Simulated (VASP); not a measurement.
# VSi16 (F-43m) in VASP: single point with PBEsol+U

Aim: the single point of VSi16 with PBEsol+U.

Everything below comes from runs of VASP 6.6.1. Logs are shortened: lines on timing, memory, paths and dates and some standing lists are left out, and cuts for length are marked.

## (1) The cell of the first run

Symmetry: F-43m, No. 216, cubic system. Conventional cell: a = 10.874 Å, b = 10.874 Å, c = 10.874 Å, α = 90.00°, β = 90.00°, γ = 90.00°. Within 3.2 Å of V (site symmetry -43m) lie 10 Si at 2.44 to 2.74 Å. Within 3.0 Å of Si (site symmetry -43m) lie 4 Si at 2.26 Å. Si (site symmetry 2mm) has 4 Si at 2.35 to 2.40 Å and 1 V at 2.74 Å within 3.1 Å. Si (site symmetry -43m) has 4 Si at 2.34 Å within 3.1 Å. Si (site symmetry 3m) has 4 Si at 2.26 to 2.40 Å and 1 V at 2.44 Å within 3.0 Å. Within 3.1 Å of Si (site symmetry 3m) lie 4 Si at 2.34 to 2.35 Å.

## (2) Single point, PBEsol+U, collinear spin, ferromagnetic start

File INCAR:

```
SYSTEM = VSi16
PREC     = Accurate       ! precision mode
ENCUT    = 520            ! plane-wave cutoff, eV
EDIFF    = 1E-6           ! SCF threshold, eV
ISMEAR   = 0              ! smearing method
SIGMA    = 0.05           ! smearing width, eV
LREAL    = Auto         
LASPH    = .TRUE.         ! aspherical terms in the spheres
NELM     = 150            ! most SCF steps
ALGO     = Normal         ! electronic algorithm
ISIF     = 2              ! what is computed and relaxed
LWAVE    = .FALSE.        ! write WAVECAR
LCHARG   = .FALSE.        ! write CHGCAR
ISPIN    = 2              ! spin polarisation
MAGMOM   = 5 0 0 0 0 0 0 0 0 0 0 0 0 0 0 0 0 ! initial moments
LORBIT   = 11             ! projections on sites
LMAXMIX  = 4              ! l up to which the mixer works
LDAU     = .TRUE.         ! DFT+U
LDAUTYPE = 2            
LDAUL    = 2 -1           ! shell
LDAUU    = 3 0            ! U, eV
LDAUJ    = 0 0          
LDAUPRINT= 1            
GGA      = PS             ! functional
NBANDS   = 56             ! bands
```

File KPOINTS:

```
regular mesh
0
G
  3 3 3
  0 0 0
```

File POSCAR:

```
VSi16
1.0
    0.0000000000      5.4370000000      5.4370000000
    5.4370000000      0.0000000000      5.4370000000
    5.4370000000      5.4370000000      0.0000000000
V Si
1 16
Direct
    0.2500000000      0.2500000000      0.2500000000
    0.0000000000      0.0000000000      0.0000000000
   -0.0017245714     -0.0017245714      0.5017245714
   -0.0017245714      0.5017245714     -0.0017245714
   -0.0017245714      0.5017245714      0.5017245714
    0.5017245714     -0.0017245714     -0.0017245714
    0.5017245714     -0.0017245714      0.5017245714
    0.5017245714      0.5017245714     -0.0017245714
    0.5000000000      0.5000000000      0.5000000000
    0.1202329609      0.1202329609      0.1202329609
    0.1202329609      0.1202329609      0.6393011174
    0.1202329609      0.6393011174      0.1202329609
    0.1280489191      0.6239836936      0.6239836936
    0.6393011174      0.1202329609      0.1202329609
    0.6239836936      0.1280489191      0.6239836936
    0.6239836936      0.6239836936      0.1280489191
    0.6239836936      0.6239836936      0.6239836936
```

Potentials or basis: VASP PAW PBE potentials, release 64 (V_sv, Si).

Started as:

```console
cat potpaw_PBE.64/V_sv/POTCAR potpaw_PBE.64/Si/POTCAR > POTCAR
mpirun -np 1 vasp_std > vasp.out
```

OUTCAR:

```text
SYSTEM = VSi16
   PREC = Accurate
   ENCUT = 520
   EDIFF = 1E-6
   ISMEAR = 0
   LREAL = Auto
   LASPH = .TRUE.
   NELM = 150
   ISIF = 2
   ISPIN = 2
   LORBIT = 11
   GGA = PS

 ion  position               nearest neighbor table
   1  0.250  0.250  0.250-  10 2.44  11 2.44  12 2.44  14 2.44   7 2.74   8 2.74   3 2.74   4 2.74
                             5 2.74   6 2.74
   2  0.000  0.000  0.000-  11 2.26  12 2.26  14 2.26  10 2.26
   3  0.998  0.998  0.502-  13 2.35  15 2.35  10 2.40  11 2.40   1 2.74
   4  0.998  0.502  0.998-  13 2.35  16 2.35  10 2.40  12 2.40   1 2.74
   5  0.998  0.502  0.502-  13 2.35  17 2.35  11 2.40  12 2.40   1 2.74
   6  0.502  0.998  0.998-  15 2.35  16 2.35  10 2.40  14 2.40   1 2.74
   7  0.502  0.998  0.502-  15 2.35  17 2.35  11 2.40  14 2.40   1 2.74
   8  0.502  0.502  0.998-  16 2.35  17 2.35  12 2.40  14 2.40   1 2.74
   9  0.500  0.500  0.500-  17 2.34  15 2.34  16 2.34  13 2.34
  10  0.120  0.120  0.120-   2 2.26   3 2.40   4 2.40   6 2.40   1 2.44
  11  0.120  0.120  0.639-   2 2.26   5 2.40   7 2.40   3 2.40   1 2.44
  12  0.120  0.639  0.120-   2 2.26   5 2.40   8 2.40   4 2.40   1 2.44
  13  0.128  0.624  0.624-   9 2.34   5 2.35   3 2.35   4 2.35
  14  0.639  0.120  0.120-   2 2.26   7 2.40   8 2.40   6 2.40   1 2.44
  15  0.624  0.128  0.624-   9 2.34   7 2.35   3 2.35   6 2.35
  16  0.624  0.624  0.128-   9 2.34   8 2.35   4 2.35   6 2.35
  17  0.624  0.624  0.624-   9 2.34   7 2.35   8 2.35   5 2.35

  LATTYP: Found a face centered cubic cell.
 ALAT       =    10.8740000000

  Lattice vectors:

 A1 = (   0.0000000000,   5.4370000000,   5.4370000000)
 A2 = (   5.4370000000,   0.0000000000,   5.4370000000)
 A3 = (   5.4370000000,   5.4370000000,   0.0000000000)

Analysis of symmetry for initial positions (statically):
=====================================================================
 Subroutine PRICEL returns:
 Original cell was already a primitive cell.

 Routine SETGRP: Setting up the symmetry group for a
 face centered cubic supercell.

 Subroutine GETGRP returns: Found 24 space group operations
 (whereof 24 operations were pure point group operations)
 out of a pool of 48 trial point group operations.

The static configuration has the point symmetry T_d .

Analysis of symmetry for dynamics (positions and initial velocities):
=====================================================================
 Subroutine PRICEL returns:
 Original cell was already a primitive cell.

 Routine SETGRP: Setting up the symmetry group for a
 face centered cubic supercell.

 Subroutine GETGRP returns: Found 24 space group operations
 (whereof 24 operations were pure point group operations)
 out of a pool of 48 trial point group operations.

The dynamic configuration has the point symmetry T_d .

Analysis of structural, dynamic, and magnetic symmetry:
=====================================================================
 Subroutine PRICEL returns:
 Original cell was already a primitive cell.

 Routine SETGRP: Setting up the symmetry group for a
 face centered cubic supercell.

 Subroutine GETGRP returns: Found 24 space group operations
 (whereof 24 operations were pure point group operations)
 out of a pool of 48 trial point group operations.

The overall configuration has the point symmetry T_d .

 Subroutine INISYM returns: Found 24 space group operations
 (whereof 24 operations are pure point group operations),
 and found     1 'primitive' translations

----------------------------------------------------------------------------------------

                                     Primitive cell

  volume of cell :     321.4460

  direct lattice vectors                    reciprocal lattice vectors
     0.000000000  5.437000000  5.437000000    -0.091962479  0.091962479  0.091962479
     5.437000000  0.000000000  5.437000000     0.091962479 -0.091962479  0.091962479
     5.437000000  5.437000000  0.000000000     0.091962479  0.091962479 -0.091962479

  length of vectors
     7.689079139  7.689079139  7.689079139     0.159283687  0.159283687  0.159283687

  position of ions in fractional coordinates (direct lattice)
     0.250000000  0.250000000  0.250000000
     0.000000000  0.000000000  0.000000000
     0.998275429  0.998275429  0.501724571
     0.998275429  0.501724571  0.998275429
     0.998275429  0.501724571  0.501724571
[... 107 lines left out ...]
   LORBIT       =     11    0 simple, 1 ext, 2 COOP (PROOUT), +10 PAW based schemes
 LDA+U is selected, type is set to LDAUTYPE =  2
   angular momentum for each species LDAUL =     2   -1
   U (eV)           for each species LDAUU =   3.0  0.0
   J (eV)           for each species LDAUJ =   0.0  0.0
   GGA     = PS    functional components
   LHFCALC =     F    Hartree Fock is set to
   AEXX    =    0.0000 exact exchange contribution
   IVDW    =     0    specifies the selected vdW correction
   LEPSILON=     F    determine dielectric tensor
   LRPA    =     F    only Hartree local field effects (RPA)
 spin polarized calculation
 Gauss-broadening in eV      SIGMA  =   0.05
  energy-cutoff  :      520.00
  volume of cell :      321.45
 maximum number of plane-waves:      8682
 NGX is ok and might be reduce to    60
   NGX = 29   NGY = 29   NGZ = 29

atom =   1  type =  1  l = 2

 onsite density matrix

spin component  1

  0.6828  0.0000  0.0000 -0.0000 -0.0000
  0.0000  0.6828  0.0000 -0.0000 -0.0000
  0.0000  0.0000  0.4259  0.0000  0.0000
 -0.0000 -0.0000  0.0000  0.6828 -0.0000
 -0.0000 -0.0000  0.0000 -0.0000  0.4259

spin component  2

  0.0789 -0.0000  0.0000 -0.0000  0.0000
 -0.0000  0.0789  0.0000  0.0000  0.0000
  0.0000  0.0000  0.0942 -0.0000  0.0000
 -0.0000  0.0000 -0.0000  0.0789 -0.0000
  0.0000  0.0000  0.0000 -0.0000  0.0942

 occupancies and eigenvectors

  o =  0.0789  v =  0.0000  0.0000  0.0000  0.0000  0.0000  1.0000  0.0000  0.0000  0.0000  0.0000      0.0000  0.0000  0.0000  0.0000  0.0000  0.0000  0.0000  0.0000  0.0000  0.0000
  o =  0.0789  v =  0.0000  0.0000  0.0000  0.0000  0.0000  0.0000 -0.5887 -0.0000  0.8084 -0.0000      0.0000  0.0000  0.0000  0.0000  0.0000  0.0000  0.0000  0.0000  0.0000  0.0000
  o =  0.0789  v =  0.0000  0.0000  0.0000  0.0000  0.0000  0.0000 -0.8084 -0.0000 -0.5887 -0.0000      0.0000  0.0000  0.0000  0.0000  0.0000  0.0000  0.0000  0.0000  0.0000  0.0000
  o =  0.0942  v =  0.0000  0.0000  0.0000  0.0000  0.0000  0.0000 -0.0000 -0.0004  0.0000  1.0000      0.0000  0.0000  0.0000  0.0000  0.0000  0.0000  0.0000  0.0000  0.0000  0.0000
  o =  0.0942  v =  0.0000  0.0000  0.0000  0.0000  0.0000  0.0000 -0.0000  1.0000  0.0000  0.0004      0.0000  0.0000  0.0000  0.0000  0.0000  0.0000  0.0000  0.0000  0.0000  0.0000
  o =  0.4259  v =  0.0000  0.0000 -0.9995  0.0000  0.0319  0.0000  0.0000  0.0000  0.0000  0.0000      0.0000  0.0000  0.0000  0.0000  0.0000  0.0000  0.0000  0.0000  0.0000  0.0000
  o =  0.4259  v =  0.0000  0.0000  0.0319  0.0000  0.9995  0.0000  0.0000  0.0000  0.0000  0.0000      0.0000  0.0000  0.0000  0.0000  0.0000  0.0000  0.0000  0.0000  0.0000  0.0000
  o =  0.6828  v =  0.0000  0.7782  0.0000 -0.6280 -0.0000  0.0000  0.0000  0.0000  0.0000  0.0000      0.0000  0.0000  0.0000  0.0000  0.0000  0.0000  0.0000  0.0000  0.0000  0.0000
  o =  0.6828  v =  0.0000  0.6280  0.0000  0.7782 -0.0000  0.0000  0.0000  0.0000  0.0000  0.0000      0.0000  0.0000  0.0000  0.0000  0.0000  0.0000  0.0000  0.0000  0.0000  0.0000
  o =  0.6828  v =  1.0000  0.0000  0.0000  0.0000  0.0000  0.0000  0.0000  0.0000  0.0000  0.0000      0.0000  0.0000  0.0000  0.0000  0.0000  0.0000  0.0000  0.0000  0.0000  0.0000

 number of electron      77.0000003 magnetization       3.7400458

 Free energy of the ion-electron system (eV)
  ---------------------------------------------------
  ext. energy  EPLUGINS =         0.00000000
  ---------------------------------------------------
  free energy    TOTEN  =       -97.40109194 eV

  energy without entropy =      -97.39200163  energy(sigma->0) =      -97.39654678

 E-fermi :   6.8672     XC(G=0):  -9.8624

 val. band max:        6.7538571373   @ k =   0.3333   0.0000   0.0000
 cond. band min:       6.8715461716   @ k =   0.3333   0.0000   0.0000
 fundamental gap:      0.1176890343
 Fermi energy:         6.8671890099

 spin component 1

 k-point     1 :       0.0000    0.0000    0.0000
  band No.  band energies     occupation
      1     -57.8945      1.00000
      2     -31.9523      1.00000
      3     -31.9523      1.00000
      4     -31.9523      1.00000
      5      -5.9122      1.00000
      6      -3.6447      1.00000
[... 201 lines left out ...]
     49       9.4923      0.00000
     50       9.6032      0.00000
 Fermi energy:         6.8671890099

 spin component 2

 k-point     1 :       0.0000    0.0000    0.0000
  band No.  band energies     occupation
      1     -55.5520      1.00000
      2     -29.6236      1.00000
      3     -29.6236      1.00000
      4     -29.6236      1.00000
      5      -5.8097      1.00000
      6      -3.5802      1.00000
[... 201 lines left out ...]
     49       9.7719      0.00000
     50       9.8163      0.00000
 [bands above 50 left out]

------------------------ aborting loop because EDIFF is reached ----------------------------------------

  FORCE on cell =-STRESS in cart. coord.  units (eV):
  Direction    XX          YY          ZZ          XY          YZ          ZX
  --------------------------------------------------------------------------------------
  -------------------------------------------------------------------------------------
  Total        2.9650529      2.9650529      2.9650529     -0.0000000      0.0000000     -0.0000000
  in kB       14.7786591     14.7786591     14.7786591     -0.0000000      0.0000000     -0.0000000
  external PRESSURE =      14.7786591 kB  Pullay stress =       0.0000000 kB

 VOLUME and BASIS-vectors are now :
 -----------------------------------------------------------------------------
  energy-cutoff  :      520.00
  volume of cell :      321.45
      direct lattice vectors                 reciprocal lattice vectors
     0.000000000  5.437000000  5.437000000    -0.091962479  0.091962479  0.091962479
     5.437000000  0.000000000  5.437000000     0.091962479 -0.091962479  0.091962479
     5.437000000  5.437000000  0.000000000     0.091962479  0.091962479 -0.091962479

 POSITION                                       TOTAL-FORCE (eV/Angst)
 -----------------------------------------------------------------------------------
      2.71850      2.71850      2.71850         0.000000      0.000000      0.000000
      0.00000      0.00000      0.00000         0.000000      0.000000      0.000000
      8.15550      8.15550     10.85525         0.000000      0.000000      0.009869
      8.15550     10.85525      8.15550         0.000000      0.009869      0.000000
      5.45575      8.15550      8.15550        -0.009869      0.000000      0.000000
     10.85525      8.15550      8.15550         0.009869      0.000000      0.000000
[... 9 lines left out ...]
      4.08880      4.08880      6.78520         0.004107      0.004107     -0.004107
      6.78520      6.78520      6.78520        -0.004107     -0.004107     -0.004107
 -----------------------------------------------------------------------------------
    total drift:                               -0.000000     -0.000000     -0.000000

  FREE ENERGIE OF THE ION-ELECTRON SYSTEM (eV)
  ---------------------------------------------------
  free  energy   TOTEN  =       -97.4010919377 eV

  energy  without entropy=      -97.3920016317  energy(sigma->0) =      -97.39654678

 total charge

# of ion       s       p       d       tot
------------------------------------------
    1        2.222   6.175   3.294  11.690
    2        0.758   0.964   0.000   1.722
    3        0.747   0.927   0.000   1.674
    4        0.747   0.927   0.000   1.674
    5        0.747   0.927   0.000   1.674
    6        0.747   0.927   0.000   1.674
[... 9 lines left out ...]
   16        0.754   0.929   0.000   1.683
   17        0.754   0.929   0.000   1.683
--------------------------------------------------
tot         14.248  21.147   3.294  38.689

 magnetization (x)

# of ion       s       p       d       tot
------------------------------------------
    1        0.029   0.028   2.460   2.518
    2        0.010   0.004   0.000   0.014
    3        0.001   0.011   0.000   0.012
    4        0.001   0.011   0.000   0.012
    5        0.001   0.011   0.000   0.012
    6        0.001   0.011   0.000   0.012
[... 9 lines left out ...]
   16        0.003  -0.003   0.000  -0.001
   17        0.003  -0.003   0.000  -0.001
--------------------------------------------------
tot          0.051   0.144   2.460   2.656
```

It took 3.6 min on 1 thread of Intel Xeon 6975P-C (Granite Rapids), shared host; peak memory 0.66 GiB.

What came out:

* Free energy: -97.4011 eV
* Pressure: 1.5 GPa
* Largest force: 0.080 eV/Å
* Net moment: 3.74 μB per cell
* Site moments: V +2.52; Si +0.01, +0.00, -0.00 (each value once) μB
* Valence electrons inside the program's atomic spheres: V 11.69; Si 1.72, 1.67, 1.70, 1.68 (each value once)

Forces in eV/Å, atoms in the order of the input:
```
V    0.000  0.000  0.000
Si   0.000  0.000  0.000
Si   0.000  0.000  0.010
Si   0.000  0.010  0.000
Si  -0.010  0.000  0.000
Si   0.010  0.000  0.000
Si   0.000 -0.010  0.000
Si   0.000  0.000 -0.010
Si   0.000  0.000  0.000
Si   0.046  0.046  0.046
Si  -0.046 -0.046  0.046
Si  -0.046  0.046 -0.046
Si  -0.004  0.004  0.004
Si   0.046 -0.046 -0.046
Si   0.004 -0.004  0.004
Si   0.004  0.004 -0.004
Si  -0.004 -0.004 -0.004
```

Levels at points of the mesh, in eV from the Fermi level:
Spin up:
| k point | band 36 | band 37 | band 38 | band 39 | band 40 | band 41 | band 42 | band 43 | band 44 | band 45 |
| --- | --- | --- | --- | --- | --- | --- | --- | --- | --- | --- |
| (0.00, 0.00, 0.00) | -1.39 | -0.59 | -0.59 | -0.59 | -0.36 | -0.36 | -0.25 | 0.56 | 0.56 | 0.56 |
Spin down:
```tsv
k point	band 32	band 33	band 34	band 35	band 36	band 37	band 38	band 39	band 40	band 41
(0.00, 0.00, 0.00)	-1.76	-1.76	-0.86	-0.86	-0.86	-0.36	-0.36	-0.36	-0.14	-0.14
```

Eigenvalues of the final occupation matrices:
```
    site  spin  trace               eigenvalues
site 1 d     1   2.90  0.43 0.43 0.68 0.68 0.68
site 1 d     2   0.43  0.08 0.08 0.08 0.09 0.09
```

Caveat: the PAW data sets were made with another functional, which shifts forces and pressure a little; the U is typed as a test and isn't derived for this compound.
